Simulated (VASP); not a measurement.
A run of VASP 6.6.1 is set up as follows.

Contents of INCAR:

```
SYSTEM = Mn
  ALGO = Normal
  EDIFF = 1E-6
  ENCUT = 520
  GGA = RP
  ISIF = 2
  ISMEAR = -1
  ISPIN = 2
  LASPH = .True.
  LCHARG = .False.
  LMAXMIX = 4
  LORBIT = 11
  LREAL = .False.
  LWAVE = .False.
  MAGMOM = 2.622 -2.622
  NBANDS = 24
  NELM = 150
  PREC = Accurate
  SIGMA = 0.05
```

The input KPOINTS:

```
k-points
0
Gamma
  12 12 12
  0 0 0
```

The input POSCAR:

```
Mn
1.0
    0.0000000000      2.6172632719      2.6172632719
    2.6172632719      0.0000000000      2.6172632719
    2.6172632719      2.6172632719      0.0000000000
Mn
2
Direct
    0.1250000000      0.1250000000      0.1250000000
    0.8750000000      0.8750000000      0.8750000000
```

Potentials or basis: VASP PAW PBE potentials, release 64 (Mn_pv).

The run is started by

```sh
$ cat potpaw_PBE.64/Mn_pv/POTCAR > POTCAR
$ mpirun -np 1 vasp_std > vasp.out
```

Question: Predict the net moment.

Answer: 0.00 μB per cell.

Question: Estimate the band gap on the k mesh.

Answer: Zero (filled and empty bands overlap).

Caveat: the antiferromagnetic order is the one typed at the start, and another may lie lower.
